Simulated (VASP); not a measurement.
# Mo3S in VASP: a series of runs

Runs on Mo3S. Level: PBE. Tasks: single point, relaxation of the atoms.

Everything below comes from runs of VASP 6.6.1. Logs are shortened: lines on timing, memory, paths and dates and some standing lists are left out, and cuts for length are marked.

### 1 The cell of the first run

The cell holds a slab with vacuum, 4 atoms: a = 2.737 Å, b = 2.737 Å, c = 19.808 Å, α = 90.00°, β = 90.00°, γ = 109.47°.

### 2 Single point, PBE

Input file INCAR:

```
PREC = Accurate
ENCUT = 400
EDIFF = 1E-6
ISMEAR = 0
SIGMA = 0.1
LREAL = F
LASPH = T
NELM = 120
ALGO = Normal
ISIF = 2
LWAVE = F
LCHARG = F
LDIPOL = T
IDIPOL = 3
DIPOL = 0.5 0.5 0.364
GGA = PE
NBANDS = 32
ISYM = 0
GGA_COMPAT = F
NELMDL = -8
```

Input file KPOINTS:

```
regular mesh
0
Gamma
  10 10 1
```

Input file POSCAR:

```
Mo3S
1.0
    2.7370454664      0.0000000000      0.0000000000
   -0.9123484888      2.5805112129      0.0000000000
    0.0000000000      0.0000000000     19.8082440452
Mo S
3 1
Direct
    0.5000000000      0.5000000000      0.2019361227
    0.0000000000      0.0000000000      0.3106875856
    0.5000000000      0.5000000000      0.4194336472
    0.8333333333      0.8333333333      0.5250012439
```

Potentials or basis: VASP PAW PBE potentials, release 64 (Mo_sv, S).

Run with:

```console
cat potpaw_PBE.64/Mo_sv/POTCAR potpaw_PBE.64/S/POTCAR > POTCAR
mpirun -np 1 vasp_std > vasp.out
```

OUTCAR:

```text
PREC = Accurate
   ENCUT = 400
   EDIFF = 1E-6
   ISMEAR = 0
   LREAL = F
   LASPH = T
   NELM = 120
   ISIF = 2
   GGA = PE
   ISYM = 0
   NELMDL = -8

 ion  position               nearest neighbor table
   1  0.500  0.500  0.202-   2 2.67   2 2.67   2 3.10   2 3.10
   2  0.000  0.000  0.311-   3 2.67   3 2.67   1 2.67   1 2.67   3 3.10   3 3.10   1 3.10   1 3.10

   3  0.500  0.500  0.419-   4 2.34   2 2.67   2 2.67   4 2.97   2 3.10   2 3.10   4 3.11   4 3.11

   4  0.833  0.833  0.525-   3 2.34   3 2.97   3 3.11   3 3.11

IMPORTANT INFORMATION: All symmetrisations will be switched off!
NOSYMM: (Re-)initialisation of all symmetry stuff for point group C_1.

----------------------------------------------------------------------------------------

                                     Primitive cell

  volume of cell :     139.9052

  direct lattice vectors                    reciprocal lattice vectors
     2.737045466  0.000000000  0.000000000     0.365357467  0.129173371  0.000000000
    -0.912348489  2.580511213  0.000000000     0.000000000  0.387520114  0.000000000
     0.000000000  0.000000000 19.808244045     0.000000000  0.000000000  0.050484031

  length of vectors
     2.737045466  2.737045466 19.808244045     0.387520114  0.387520114  0.050484031

  position of ions in fractional coordinates (direct lattice)
     0.500000000  0.500000000  0.201936123
     0.000000000  0.000000000  0.310687586
     0.500000000  0.500000000  0.419433647
     0.833333333  0.833333333  0.525001244

  ion indices of the primitive-cell ions
   primitive index   ion index
                 1           1
                 2           2
                 3           3
                 4           4

----------------------------------------------------------------------------------------

 KPOINTS: regular mesh

Automatic generation of k-mesh.
 Grid dimensions read from file:
 generate k-points for:   10   10    1

 Generating k-lattice:

  Cartesian coordinates                     Fractional coordinates (reciprocal lattice)
     0.036535747  0.012917337  0.000000000     0.100000000 -0.000000000  0.000000000
     0.000000000  0.038752011  0.000000000     0.000000000  0.100000000  0.000000000
     0.000000000  0.000000000  0.050484031     0.000000000  0.000000000  1.000000000

  Length of vectors
     0.038752011  0.038752011  0.050484031

  Shift w.r.t. Gamma in fractional coordinates (k-lattice)
     0.000000000  0.000000000  0.000000000

 Subroutine IBZKPT returns following result:
 ===========================================

 Found     52 irreducible k-points:

 Following reciprocal coordinates:
            Coordinates               Weight
  0.000000  0.000000  0.000000      1.000000
  0.100000  0.000000  0.000000      2.000000
  0.000000  0.100000  0.000000      2.000000
  0.200000  0.000000  0.000000      2.000000
  0.000000  0.200000  0.000000      2.000000
  0.300000 -0.000000  0.000000      2.000000
[... 16 lines left out ...]
 -0.300000  0.100000  0.000000      2.000000
  0.100000 -0.300000  0.000000      2.000000
 [... further k-points ...]
   k-points           NKPTS =     52   k-points in BZ     NKDIM =     52   number of bands    NBANDS=     32
   number of dos      NEDOS =    301   number of ions     NIONS =      4
   total plane-waves  NPLWV =  45360
   dimension x,y,z NGX =    18 NGY =   18 NGZ =  140
   dimension x,y,z NGXF=    36 NGYF=   36 NGZF=  280
   ions per type =               3   1
   NGX,Y,Z   is equivalent  to a cutoff of  10.93, 10.93, 11.75 a.u.
   NGXF,Y,Z  is equivalent  to a cutoff of  21.87, 21.87, 23.50 a.u.
 SYSTEM =  unknown system
   PREC   = accura    normal or accurate (medium, high low for compatibility)
   ISTART =      0    job   : 0-new  1-cont  2-samecut
   ICHARG =      2    charge: 1-file 2-atom 10-const
   ISPIN  =      1    spin polarized calculation?
   LNONCOLLINEAR =      F non collinear calculations
   LSORBIT =      F    spin-orbit coupling
   LASPH  =      T    aspherical Exc in radial PAW
   ENCUT  =  400.0 eV  29.40 Ry    5.42 a.u.   4.46  4.46 32.30*2*pi/ulx,y,z
   NELM   =    120;   NELMIN=  2; NELMDL= -8     # of ELM steps
   EDIFF  = 0.1E-05   stopping-criterion for ELM
   LREAL  =      F    real-space projection
   EDIFFG = 0.1E-04   stopping-criterion for IOM
   NSW    =      0    number of steps for IOM
   IBRION =     -1    ionic relax: 0-MD 1-quasi-New 2-CG
   NFREE  =      0    steps in history (QN), initial steepest desc. (CG)
   ISIF   =      2    stress and relaxation
   ISYM   =      0    0-nonsym 1-usesym 2-fastsym
   POTIM  = 0.5000    time-step for ionic-motion
   TEBEG  =    0.0;   TEEND  =   0.0 temperature during run
   PSTRESS=    0.0 pullay stress
   NELECT =      48.0000    total number of electrons
   NUPDOWN=      -1.0000    fix difference up-down
   EMIN   =  10.00;   EMAX   =-10.00  energy-range for DOS
   EFERMI =   0.00;   METHOD = LEGACY
   ISMEAR =     0;   SIGMA  =   0.10  broadening in eV -4-tet -1-fermi 0-gaus
   EFERMI_NEDOS =   21; number of points for ismear=-14 and -15
   IALGO  =     38    algorithm
   IMIX   =      4    mixing-type and parameters
     AMIX     =   0.40;   BMIX     =  1.00
     AMIX_MAG =   1.60;   BMIX_MAG =  1.00
  volume/ion in A,a.u.               =      34.98       236.03
  Fermi-wavevector in a.u.,A,eV,Ry     =   1.146069  2.165756 17.870892  1.313474
  Thomas-Fermi vector in A             =   2.282755
   LORBIT       =      0    0 simple, 1 ext, 2 COOP (PROOUT), +10 PAW based schemes
   GGA     = PE    functional components
   LHFCALC =     F    Hartree Fock is set to
   AEXX    =    0.0000 exact exchange contribution
   IVDW    =     0    specifies the selected vdW correction
   LEPSILON=     F    determine dielectric tensor
   LRPA    =     F    only Hartree local field effects (RPA)
 non-spin polarized calculation
 Gauss-broadening in eV      SIGMA  =   0.10
  energy-cutoff  :      400.00
  volume of cell :      139.91
 maximum number of plane-waves:      2595
 NGX is ok and might be reduce to    18
   NGX =  9   NGY =  9   NGZ = 65

 dipolmoment           0.000000      0.000000     -0.000387 electrons x Angstroem

 number of electron      48.0000010 magnetization

 dipolmoment           0.000000      0.000000      0.004651 electrons x Angstroem

 Free energy of the ion-electron system (eV)
  ---------------------------------------------------
  ext. energy  EPLUGINS =         0.00000000
  ---------------------------------------------------
  free energy    TOTEN  =       -34.87041399 eV

  energy without entropy =      -34.84797153  energy(sigma->0) =      -34.85919276

 E-fermi :   2.6023     XC(G=0):  -6.5550

 val. band max:        2.6020878490   @ k =   0.1000   0.0000   0.0000
 cond. band min:       2.6284179192   @ k =  -0.3000   0.3000   0.0000
 fundamental gap:      0.0263300702
 Fermi energy:         2.6022509715

 k-point     1 :       0.0000    0.0000    0.0000
  band No.  band energies     occupation
      1     -58.7930      2.00000
      2     -58.5944      2.00000
      3     -58.3558      2.00000
      4     -33.3406      2.00000
      5     -32.7755      2.00000
      6     -32.4924      2.00000
[... 24 lines left out ...]
     31       4.6472      0.00000
     32       4.7805      0.00000

 k-point     2 :       0.1000    0.0000    0.0000
  band No.  band energies     occupation
      1     -58.7775      2.00000
      2     -58.5829      2.00000
      3     -58.3465      2.00000
      4     -33.3125      2.00000
      5     -32.8096      2.00000
      6     -32.5113      2.00000
[... 24 lines left out ...]
     31       4.5159      0.00000
     32       4.9177      0.00000

 k-point     3 :       0.0000    0.1000    0.0000
  band No.  band energies     occupation
      1     -58.7775      2.00000
      2     -58.5829      2.00000
      3     -58.3465      2.00000
      4     -33.3125      2.00000
      5     -32.8096      2.00000
      6     -32.5113      2.00000
[... 24 lines left out ...]
     31       4.5159      0.00000
     32       4.9177      0.00000

 k-point     4 :       0.2000    0.0000    0.0000
  band No.  band energies     occupation
      1     -58.7364      2.00000
      2     -58.5529      2.00000
      3     -58.3222      2.00000
      4     -33.2440      2.00000
      5     -32.9291      2.00000
      6     -32.6416      2.00000
[... 24 lines left out ...]
     31       4.6778      0.00000
     32       4.9941      0.00000

 k-point     5 :       0.0000    0.2000    0.0000
  band No.  band energies     occupation
      1     -58.7364      2.00000
      2     -58.5529      2.00000
      3     -58.3222      2.00000
      4     -33.2440      2.00000
      5     -32.9291      2.00000
      6     -32.6416      2.00000
[... 584 lines left out ...]
     31       5.9839      0.00000
     32       6.1117      0.00000

 k-point    22 :       0.1000   -0.4000    0.0000
  band No.  band energies     occupation
      1     -58.6422      2.00000
      2     -58.4794      2.00000
      3     -58.2581      2.00000
      4     -33.2964      2.00000
      5     -33.2386      2.00000
      6     -32.9364      2.00000
[... 24 lines left out ...]
     31       5.9839      0.00000
     32       6.1117      0.00000

 k-point    23 :      -0.3000    0.1000    0.0000
  band No.  band energies     occupation
      1     -58.6880      2.00000
      2     -58.5099      2.00000
      3     -58.2822      2.00000
      4     -33.2022      2.00000
      5     -33.0420      2.00000
      6     -32.8342      2.00000
[... 24 lines left out ...]
     31       4.7460      0.00000
     32       5.1486      0.00000

 k-point    24 :       0.1000   -0.3000    0.0000
  band No.  band energies     occupation
      1     -58.6880      2.00000
      2     -58.5099      2.00000
      3     -58.2822      2.00000
      4     -33.2022      2.00000
      5     -33.0420      2.00000
      6     -32.8342      2.00000
[... 24 lines left out ...]
     31       4.7460      0.00000
     32       5.1486      0.00000

 [... further k-points ...]

------------------------ aborting loop because EDIFF is reached ----------------------------------------

 vacuum level on the upper side and lower side of the slab       (xc-potential included)        -0.093        -0.214

  FORCE on cell =-STRESS in cart. coord.  units (eV):
  Direction    XX          YY          ZZ          XY          YZ          ZX
  --------------------------------------------------------------------------------------
  -------------------------------------------------------------------------------------
  Total       -0.1958352     -0.1992205      1.0543600     -0.0047889      1.0995885      0.7775258
  in kB       -2.2426817     -2.2814491     12.0744056     -0.0548422     12.5923571      8.9041337
  external PRESSURE =       2.5167583 kB  Pullay stress =       0.0000000 kB

 VOLUME and BASIS-vectors are now :
 -----------------------------------------------------------------------------
  energy-cutoff  :      400.00
  volume of cell :      139.91
      direct lattice vectors                 reciprocal lattice vectors
     2.737045466  0.000000000  0.000000000     0.365357467  0.129173371  0.000000000
    -0.912348489  2.580511213  0.000000000     0.000000000  0.387520114  0.000000000
     0.000000000  0.000000000 19.808244045     0.000000000  0.000000000  0.050484031

 POSITION                                       TOTAL-FORCE (eV/Angst)
 -----------------------------------------------------------------------------------
      0.91235      1.29026      4.00000         0.062979      0.089066     -0.028503
      0.00000      0.00000      6.15418        -0.234017     -0.330950     -0.570912
      0.91235      1.29026      8.30824        -0.090294     -0.127694      0.588064
      1.52058      2.15043     10.39935         0.261332      0.369579      0.011350
 -----------------------------------------------------------------------------------
    total drift:                                0.000008      0.000011      0.000223

  FREE ENERGIE OF THE ION-ELECTRON SYSTEM (eV)
  ---------------------------------------------------
  free  energy   TOTEN  =       -34.8704139906 eV

  energy  without entropy=      -34.8479715276  energy(sigma->0) =      -34.85919276

 vacuum level on the upper side and lower side of the slab         7.220         7.072
```

Run time: 2.7 min. Hardware: 1 thread of Intel Xeon Platinum 8559C (Emerald Rapids), shared host; peak memory 0.26 GiB.

What came out:

```
Free energy            : -34.8704 eV
Largest force          : 0.700 eV/Å
Band gap on the k mesh : zero (bands 24 and 25 overlap by 1.48 eV)
```

Forces in eV/Å, atoms in the order of the input:
```
Mo   0.063  0.089 -0.029
Mo  -0.234 -0.331 -0.571
Mo  -0.090 -0.128  0.588
S    0.261  0.370  0.011
```

Levels at points of the mesh, in eV from the Fermi level:
```
           k point  band 22  band 23  band 24  band 25  band 26  band 27
(0.00, 0.00, 0.00)    -1.18    -1.09     0.45     0.75     1.04     1.27
(0.50, 0.00, 0.00)    -0.98     0.46     1.05     1.28     1.56     1.64
(0.00, 0.50, 0.00)    -0.98     0.46     1.05     1.28     1.56     1.64
(0.50, 0.50, 0.00)    -1.33    -0.47     0.29     1.17     1.25     2.37
```

### 3 Relaxation of the atoms, PBE

Input file INCAR:

```
ALGO     = Normal         # electronic algorithm
DIPOL    = 0.5 0.5 0.361
EDIFF    = 1E-7           # SCF threshold, eV
EDIFFG   = -0.025         # ionic threshold
ENCUT    = 450            # plane-wave cutoff, eV
GGA      = PE             # functional
GGA_COMPAT= False        
IBRION   = 2              # ionic algorithm
IDIPOL   = 3            
ISIF     = 2              # what is computed and relaxed
ISMEAR   = 0              # smearing method
LASPH    = True           # aspherical terms in the spheres
LCHARG   = False          # write CHGCAR
LDIPOL   = True         
LREAL    = False          # projectors in reciprocal space
LWAVE    = False          # write WAVECAR
NELM     = 120            # most SCF steps
NELMDL   = -8           
NELMIN   = 4            
NSW      = 36             # ionic steps
PREC     = Accurate       # precision mode
SIGMA    = 0.1            # smearing width, eV
```

Input file KPOINTS:

```
k-points
0
Gamma
  10 10 1
```

Input file POSCAR:

```
Mo3S
1.0
    2.7370454664      0.0000000000      0.0000000000
   -0.9123484888      2.5805112129      0.0000000000
    0.0000000000      0.0000000000     19.8082440452
Mo S
3 1
Selective dynamics
Direct
    0.5000000000      0.5000000000      0.2019361227  F F F
    0.0000000000      0.0000000000      0.3106875856  F F F
    0.5000000000      0.5000000000      0.4194336472  F F F
    0.8333333333      1.1666666667      0.5115475160  F F T
```

Potentials or basis: VASP PAW PBE potentials, release 64 (Mo_sv, S).

Run with:

```console
cat potpaw_PBE.64/Mo_sv/POTCAR potpaw_PBE.64/S/POTCAR > POTCAR
mpirun -np 1 vasp_std > vasp.out
```

It took 3.9 min on 1 thread of AMD EPYC 9R45 (Zen 5), shared host; peak memory 0.24 GiB.

The run converged. Its results:

- Free energy: -35.8064 eV
- Energy gained by relaxing: 20.2 meV/atom
- Ionic steps: 4
- Band gap on the k mesh: zero (bands 24 and 25 overlap by 1.52 eV)

The path:
| step | energy change (eV) | largest force on free atoms (eV/Å) | pressure (GPa) |
| --- | --- | --- | --- |
| 1 | 0.0000 | 1.3193 | 2.84 |
| 2 | -0.0643 | 0.6548 | 3.95 |
| 3 | -0.0806 | 0.0329 | 4.84 |
| 4 | -0.0806 | 0.0033 | 4.89 |

Final structure:
```xyz
4
Lattice="2.7370 0.0000 0.0000 -0.9123 2.5805 0.0000 0.0000 0.0000 19.8082" Properties=species:S:1:pos:R:3 pbc="T T T"
Mo    0.9123    1.2903    4.0000
Mo    0.0000    0.0000    6.1542
Mo    0.9123    1.2903    8.3082
S     2.1288    0.4301   10.0208
```

Levels at points of the mesh, in eV from the Fermi level:
| k point | band 20 | band 21 | band 22 | band 23 | band 24 | band 25 | band 26 | band 27 | band 28 |
| --- | --- | --- | --- | --- | --- | --- | --- | --- | --- |
| (0.00, 0.00, 0.00) | -1.74 | -1.41 | -1.36 | -1.26 | -0.56 | 0.28 | 0.70 | 1.08 | 1.22 |
| (0.50, 0.00, 0.00) | -3.11 | -1.63 | -1.23 | -0.96 | 1.04 | 1.28 | 1.58 | 1.71 | 2.27 |
| (0.50, 0.50, 0.00) | -3.06 | -2.43 | -1.34 | 0.31 | 0.43 | 0.93 | 1.57 | 2.81 | 3.10 |
